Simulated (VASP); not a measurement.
## Se: single point with PBEsol

The system is Se.

```
Se
1.0
     4.36620    0.04366    0.04366
    -2.14529    3.75941    0.01598
     0.04954    0.04954    4.95360
Se
3
Direct
  0.22540 0.00000 0.33333
  0.00000 0.22540 0.66667
  0.77460 0.77460 0.00000
```

This cell differs from its parent crystal: equal xy, yz and zx shear strains of +2 %.

```
Program             : VASP 6.6.1
Task                : single point
Functional          : PBEsol
Potentials or basis : VASP PAW PBE potentials, release 64 (Se)
Cutoff              : 520 eV
k mesh              : 6 × 6 × 5
Occupations         : fermi-dirac, width 0.03 eV
Spin                : no spin polarisation
```

| Property | Result |
| --- | --- |
| Pressure | 0.5 GPa |
| Largest force | 0.530 eV/Å |
| Band gap on the k mesh | 1.08 eV, indirect (least direct gap 1.38 eV) |

Forces on the atoms (eV/Å):
```
Se   0.257 -0.156 -0.315
Se  -0.265  0.458 -0.044
Se   0.008 -0.301  0.359
```

Stress tensor (GPa, compression positive):
```
-0.47 -0.68 -1.34
-0.68  0.37 -0.96
-1.34 -0.96  1.56
```

Levels at points of the mesh, in eV from the valence-band top:
| k point | band 7 | band 8 | band 9 | band 10 | band 11 | band 12 |
| --- | --- | --- | --- | --- | --- | --- |
| (0.00, 0.00, 0.00) | -2.02 | -1.97 | -0.34 | 1.74 | 2.06 | 2.27 |
| (0.50, 0.00, 0.00) | -2.95 | -1.73 | -0.91 | 2.03 | 2.41 | 3.96 |
| (0.00, 0.50, 0.00) | -2.81 | -1.73 | -0.91 | 1.88 | 2.40 | 4.29 |
| (0.50, 0.50, 0.00) | -2.83 | -1.74 | -0.95 | 1.83 | 2.39 | 4.29 |

Wall time 2.1 min on 1 thread of AMD EPYC 7R43 64-Core Processor (Zen 3), on a shared host, peak memory 0.2 GiB.

Caveat: the cell differs from its parent crystal (equal xy, yz and zx shear strains of +2 %); the PAW data sets were made with another functional, which shifts forces and pressure a little. A k mesh can miss the band edges.
